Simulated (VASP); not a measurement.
# Sn (Fd-3m) in VASP: further runs

Sn is run at these levels: PBEsol; tasks: single point.

All numbers are computed with VASP 6.6.1; they aren't measurements. Logs are shortened: lines on timing, memory, paths and dates and some standing lists are left out, and cuts for length are marked.

**1. The cell of the first run**

It takes space group Fd-3m (No. 227, cubic). Conventional cell: a = 5.756 Å, b = 5.756 Å, c = 5.756 Å, α = 90.00°, β = 90.00°, γ = 90.00°. Within 3.3 Å of Sn (site symmetry -43m) lie 4 Sn at 2.49 Å.

**2. Single point, PBEsol**

Contents of INCAR:

```
ALGO = Fast
EDIFF = 1E-6
ENCUT = 520
GGA = PS
ISIF = 2
ISMEAR = 0
LASPH = T
LCHARG = F
LREAL = F
LWAVE = F
NBANDS = 21
NELM = 100
PREC = Accurate
SIGMA = 0.1
```

Contents of KPOINTS:

```
k-points
0
Gamma
  12 12 12
```

Contents of POSCAR:

```
Sn
1.0
    0.0000000000      2.8781857953      2.8781857953
    2.8781857953      0.0000000000      2.8781857953
    2.8781857953      2.8781857953      0.0000000000
Sn
2
Direct
    0.0000000000      0.0000000000      0.0000000000
    0.2500000000      0.2500000000      0.2500000000
```

Potentials or basis: VASP PAW PBE potentials, release 64 (Sn_d).

Launch:

```
> cat potpaw_PBE.64/Sn_d/POTCAR > POTCAR
> mpirun -np 1 vasp_std > vasp.out
```

OUTCAR:

```text
EDIFF = 1E-6
   ENCUT = 520
   GGA = PS
   ISIF = 2
   ISMEAR = 0
   LASPH = T
   LREAL = F
   NELM = 100
   PREC = Accurate

 ion  position               nearest neighbor table
   1  0.000  0.000  0.000-   2 2.49   2 2.49   2 2.49   2 2.49
   2  0.250  0.250  0.250-   1 2.49   1 2.49   1 2.49   1 2.49

  LATTYP: Found a face centered cubic cell.
 ALAT       =     5.7563715906

  Lattice vectors:

 A1 = (   0.0000000000,   2.8781857953,   2.8781857953)
 A2 = (   2.8781857953,   0.0000000000,   2.8781857953)
 A3 = (   2.8781857953,   2.8781857953,   0.0000000000)

Analysis of symmetry for initial positions (statically):
=====================================================================
 Subroutine PRICEL returns:
 Original cell was already a primitive cell.

 Routine SETGRP: Setting up the symmetry group for a
 face centered cubic supercell.

 Subroutine GETGRP returns: Found 48 space group operations
 (whereof 24 operations were pure point group operations)
 out of a pool of 48 trial point group operations.

The static configuration has the point symmetry T_d .
 The point group associated with its full space group is O_h .

Analysis of symmetry for dynamics (positions and initial velocities):
=====================================================================
 Subroutine PRICEL returns:
 Original cell was already a primitive cell.

 Routine SETGRP: Setting up the symmetry group for a
 face centered cubic supercell.

 Subroutine GETGRP returns: Found 48 space group operations
 (whereof 24 operations were pure point group operations)
 out of a pool of 48 trial point group operations.

The dynamic configuration has the point symmetry T_d .
 The point group associated with its full space group is O_h .

 Subroutine INISYM returns: Found 48 space group operations
 (whereof 24 operations are pure point group operations),
 and found     1 'primitive' translations

----------------------------------------------------------------------------------------

                                     Primitive cell

  volume of cell :      47.6855

  direct lattice vectors                    reciprocal lattice vectors
     0.000000000  2.878185795  2.878185795    -0.173720543  0.173720543  0.173720543
     2.878185795  0.000000000  2.878185795     0.173720543 -0.173720543  0.173720543
     2.878185795  2.878185795  0.000000000     0.173720543  0.173720543 -0.173720543

  length of vectors
     4.070369387  4.070369387  4.070369387     0.300892807  0.300892807  0.300892807

  position of ions in fractional coordinates (direct lattice)
     0.000000000  0.000000000  0.000000000
     0.250000000  0.250000000  0.250000000

  ion indices of the primitive-cell ions
   primitive index   ion index
                 1           1
                 2           2

----------------------------------------------------------------------------------------

 KPOINTS: k-points

Automatic generation of k-mesh.
 Grid dimensions read from file:
 generate k-points for:   12   12   12

 Generating k-lattice:

  Cartesian coordinates                     Fractional coordinates (reciprocal lattice)
    -0.014476712  0.014476712  0.014476712     0.083333333  0.000000000  0.000000000
     0.014476712 -0.014476712  0.014476712     0.000000000  0.083333333  0.000000000
     0.014476712  0.014476712 -0.014476712     0.000000000  0.000000000  0.083333333

  Length of vectors
     0.025074401  0.025074401  0.025074401

  Shift w.r.t. Gamma in fractional coordinates (k-lattice)
     0.000000000  0.000000000  0.000000000

 Subroutine IBZKPT returns following result:
 ===========================================

 Found     72 irreducible k-points:

 Following reciprocal coordinates:
            Coordinates               Weight
  0.000000  0.000000  0.000000      1.000000
  0.083333  0.000000  0.000000      8.000000
  0.166667  0.000000  0.000000      8.000000
  0.250000  0.000000  0.000000      8.000000
  0.333333  0.000000  0.000000      8.000000
  0.416667  0.000000  0.000000      8.000000
[... 16 lines left out ...]
  0.500000  0.166667  0.000000     24.000000
 -0.416667  0.166667  0.000000     24.000000
 [... further k-points ...]
   k-points           NKPTS =     72   k-points in BZ     NKDIM =     72   number of bands    NBANDS=     21
   number of dos      NEDOS =    301   number of ions     NIONS =      2
   total plane-waves  NPLWV =  27000
   dimension x,y,z NGX =    30 NGY =   30 NGZ =   30
   dimension x,y,z NGXF=    60 NGYF=   60 NGZF=   60
   ions per type =               2
   NGX,Y,Z   is equivalent  to a cutoff of  12.25, 12.25, 12.25 a.u.
   NGXF,Y,Z  is equivalent  to a cutoff of  24.51, 24.51, 24.51 a.u.
 SYSTEM =  unknown system
   PREC   = accura    normal or accurate (medium, high low for compatibility)
   ISTART =      0    job   : 0-new  1-cont  2-samecut
   ICHARG =      2    charge: 1-file 2-atom 10-const
   ISPIN  =      1    spin polarized calculation?
   LNONCOLLINEAR =      F non collinear calculations
   LSORBIT =      F    spin-orbit coupling
   LASPH  =      T    aspherical Exc in radial PAW
   ENCUT  =  520.0 eV  38.22 Ry    6.18 a.u.   7.57  7.57  7.57*2*pi/ulx,y,z
   NELM   =    100;   NELMIN=  2; NELMDL= -5     # of ELM steps
   EDIFF  = 0.1E-05   stopping-criterion for ELM
   LREAL  =      F    real-space projection
   EDIFFG = 0.1E-04   stopping-criterion for IOM
   NSW    =      0    number of steps for IOM
   IBRION =     -1    ionic relax: 0-MD 1-quasi-New 2-CG
   NFREE  =      0    steps in history (QN), initial steepest desc. (CG)
   ISIF   =      2    stress and relaxation
   ISYM   =      2    0-nonsym 1-usesym 2-fastsym
   POTIM  = 0.5000    time-step for ionic-motion
   TEBEG  =    0.0;   TEEND  =   0.0 temperature during run
   PSTRESS=    0.0 pullay stress
   NELECT =      28.0000    total number of electrons
   NUPDOWN=      -1.0000    fix difference up-down
   EMIN   =  10.00;   EMAX   =-10.00  energy-range for DOS
   EFERMI =   0.00;   METHOD = LEGACY
   ISMEAR =     0;   SIGMA  =   0.10  broadening in eV -4-tet -1-fermi 0-gaus
   EFERMI_NEDOS =   21; number of points for ismear=-14 and -15
   IALGO  =     68    algorithm
   IMIX   =      4    mixing-type and parameters
     AMIX     =   0.40;   BMIX     =  1.00
     AMIX_MAG =   1.60;   BMIX_MAG =  1.00
  volume/ion in A,a.u.               =      23.84       160.90
  Fermi-wavevector in a.u.,A,eV,Ry     =   1.370878  2.590583 25.569503  1.879305
  Thomas-Fermi vector in A             =   2.496625
   LORBIT       =      0    0 simple, 1 ext, 2 COOP (PROOUT), +10 PAW based schemes
   GGA     = PS    functional components
   LHFCALC =     F    Hartree Fock is set to
   AEXX    =    0.0000 exact exchange contribution
   IVDW    =     0    specifies the selected vdW correction
   LEPSILON=     F    determine dielectric tensor
   LRPA    =     F    only Hartree local field effects (RPA)
 non-spin polarized calculation
 RMM-DIIS sequential band-by-band and
 Gauss-broadening in eV      SIGMA  =   0.10
  energy-cutoff  :      520.00
  volume of cell :       47.69
 maximum number of plane-waves:      1304
   NGX = 15   NGY = 15   NGZ = 15

 number of electron      27.9999982 magnetization

 Free energy of the ion-electron system (eV)
  ---------------------------------------------------
  ext. energy  EPLUGINS =         0.00000000
  ---------------------------------------------------
  free energy    TOTEN  =        -6.54374398 eV

  energy without entropy =       -6.54307861  energy(sigma->0) =       -6.54341130

 E-fermi :  10.1750     XC(G=0): -10.7557

 val. band max:       10.1513742817   @ k =   0.4167   0.4167   0.0000
 cond. band min:      10.2436094971   @ k =   0.3333   0.3333   0.0000
 fundamental gap:      0.0922352155
 Fermi energy:        10.1749882507

 k-point     1 :       0.0000    0.0000    0.0000
  band No.  band energies     occupation
      1     -12.6880      2.00000
      2     -12.6880      2.00000
      3     -12.6880      2.00000
      4     -12.5632      2.00000
      5     -12.5632      2.00000
      6     -11.7963      2.00000
[... 13 lines left out ...]
     20      18.3420      0.00000
     21      18.3420      0.00000

 k-point     2 :       0.0833    0.0000    0.0000
  band No.  band energies     occupation
      1     -12.7043      2.00000
      2     -12.7043      2.00000
      3     -12.6847      2.00000
      4     -12.5408      2.00000
      5     -12.5408      2.00000
      6     -11.8116      2.00000
[... 13 lines left out ...]
     20      17.7021      0.00000
     21      17.7034      0.00000

 k-point     3 :       0.1667    0.0000    0.0000
  band No.  band energies     occupation
      1     -12.7320      2.00000
      2     -12.7320      2.00000
      3     -12.6757      2.00000
      4     -12.4972      2.00000
      5     -12.4972      2.00000
      6     -11.8412      2.00000
[... 13 lines left out ...]
     20      17.1799      0.00000
     21      17.1800      0.00000

 k-point     4 :       0.2500    0.0000    0.0000
  band No.  band energies     occupation
      1     -12.7537      2.00000
      2     -12.7537      2.00000
      3     -12.6633      2.00000
      4     -12.4566      2.00000
      5     -12.4566      2.00000
      6     -11.8670      2.00000
[... 13 lines left out ...]
     20      17.2632      0.00000
     21      17.2632      0.00000

 k-point     5 :       0.3333    0.0000    0.0000
  band No.  band energies     occupation
      1     -12.7661      2.00000
      2     -12.7661      2.00000
      3     -12.6508      2.00000
      4     -12.4292      2.00000
      5     -12.4292      2.00000
      6     -11.8813      2.00000
[... 13 lines left out ...]
     20      18.0040      0.00000
     21      18.0040      0.00000
[... 382 lines left out ...]
     20      19.0300      0.00000
     21      19.2624      0.00000

 k-point    22 :       0.4167    0.1667    0.0000
  band No.  band energies     occupation
      1     -12.8211      2.00000
      2     -12.7715      2.00000
      3     -12.6187      2.00000
      4     -12.3912      2.00000
      5     -12.3150      2.00000
      6     -12.0839      2.00000
[... 13 lines left out ...]
     20      20.0729      0.00000
     21      20.3542      0.00000

 k-point    23 :       0.5000    0.1667    0.0000
  band No.  band energies     occupation
      1     -12.8346      2.00000
      2     -12.7846      2.00000
      3     -12.5810      2.00000
      4     -12.3591      2.00000
      5     -12.3306      2.00000
      6     -12.0566      2.00000
[... 13 lines left out ...]
     20      20.0789      0.00000
     21      20.3361      0.00000

 k-point    24 :      -0.4167    0.1667    0.0000
  band No.  band energies     occupation
      1     -12.8348      2.00000
      2     -12.7948      2.00000
      3     -12.5596      2.00000
      4     -12.3659      2.00000
      5     -12.3346      2.00000
      6     -12.0094      2.00000
[... 13 lines left out ...]
     20      18.7762      0.00000
     21      19.0042      0.00000

 [... further k-points ...]

------------------------ aborting loop because EDIFF is reached ----------------------------------------

  FORCE on cell =-STRESS in cart. coord.  units (eV):
  Direction    XX          YY          ZZ          XY          YZ          ZX
  --------------------------------------------------------------------------------------
  -------------------------------------------------------------------------------------
  Total       11.8893062     11.8893062     11.8893062     -0.0000000     -0.0000000      0.0000000
  in kB      399.4667360    399.4667360    399.4667360     -0.0000000     -0.0000000      0.0000000
  external PRESSURE =     399.4667360 kB  Pullay stress =       0.0000000 kB

 VOLUME and BASIS-vectors are now :
 -----------------------------------------------------------------------------
  energy-cutoff  :      520.00
  volume of cell :       47.69
      direct lattice vectors                 reciprocal lattice vectors
     0.000000000  2.878185795  2.878185795    -0.173720543  0.173720543  0.173720543
     2.878185795  0.000000000  2.878185795     0.173720543 -0.173720543  0.173720543
     2.878185795  2.878185795  0.000000000     0.173720543  0.173720543 -0.173720543

 POSITION                                       TOTAL-FORCE (eV/Angst)
 -----------------------------------------------------------------------------------
      0.00000      0.00000      0.00000         0.000000      0.000000      0.000000
      1.43909      1.43909      1.43909        -0.000000     -0.000000     -0.000000
 -----------------------------------------------------------------------------------
    total drift:                                0.000000     -0.000000      0.000000

  FREE ENERGIE OF THE ION-ELECTRON SYSTEM (eV)
  ---------------------------------------------------
  free  energy   TOTEN  =        -6.5437439772 eV

  energy  without entropy=       -6.5430786137  energy(sigma->0) =       -6.54341130
```

Wall time 56 s (1 thread of Intel Xeon 6975P-C, shared host); peak memory 0.2 GiB.

Results:

```yaml
Free_energy: -6.5437 eV
Pressure: 39.9 GPa
Band_gap_on_the_k_mesh: zero (band 14 reaches 10.32 eV, above the bottom of band 15 at 10.15 eV)
```

Caveat: the PAW data sets were made with another functional, which shifts forces and pressure a little; spin-orbit coupling is left out, which moves the levels of the heavy elements.

**3. Single point, PBEsol**

This run uses another cell than the first one, of 27.04 Å³/atom, 1.134 times its volume.

Contents of INCAR:

```
SYSTEM = Sn
ALGO = Normal
EDIFF = 1E-6
ENCUT = 520
GGA = PS
ISIF = 2
ISMEAR = 0
LASPH = .True.
LCHARG = .False.
LREAL = .False.
LWAVE = .False.
NBANDS = 21
NELM = 80
PREC = Accurate
SIGMA = 0.1
```

Contents of KPOINTS:

```
k-points
0
Gamma
  12 12 12
  0 0 0
```

Contents of POSCAR:

```
Sn
1.0
    0.0000000000      3.0013697311      3.0013697311
    3.0013697311      0.0000000000      3.0013697311
    3.0013697311      3.0013697311      0.0000000000
Sn
2
Direct
    0.0000000000      0.0000000000      0.0000000000
    0.2500000000      0.2500000000      0.2500000000
```

Potentials or basis: VASP PAW PBE potentials, release 64 (Sn_d).

Launch:

```
> cat potpaw_PBE.64/Sn_d/POTCAR > POTCAR
> mpirun -np 1 vasp_std > vasp.out
```

Run time: 30 s. Hardware: 1 thread of Intel Xeon 6975P-C, shared host; peak memory 0.21 GiB.

The run converged. Its results:

* Free energy: -7.6991 eV
* Pressure: 19.8 GPa
* Band gap on the k mesh: 0.13 eV, indirect (least direct gap 0.94 eV)

Levels at points of the mesh, in eV from the valence-band top:
| k point | band 12 | band 13 | band 14 | band 15 | band 16 | band 17 |
| --- | --- | --- | --- | --- | --- | --- |
| (0.00, 0.00, 0.00) | 0.00 | 0.00 | 0.00 | 0.94 | 2.02 | 2.02 |
| (0.50, 0.00, 0.00) | -7.58 | -1.64 | -1.64 | 0.39 | 3.14 | 3.14 |
| (0.50, 0.50, 0.00) | -8.60 | -3.46 | -3.46 | 0.30 | 0.30 | 9.16 |

Caveat: the PAW data sets were made with another functional, which shifts forces and pressure a little; spin-orbit coupling is left out, which moves the levels of the heavy elements. A k mesh can miss the band edges.

[end of part 1 of 2]
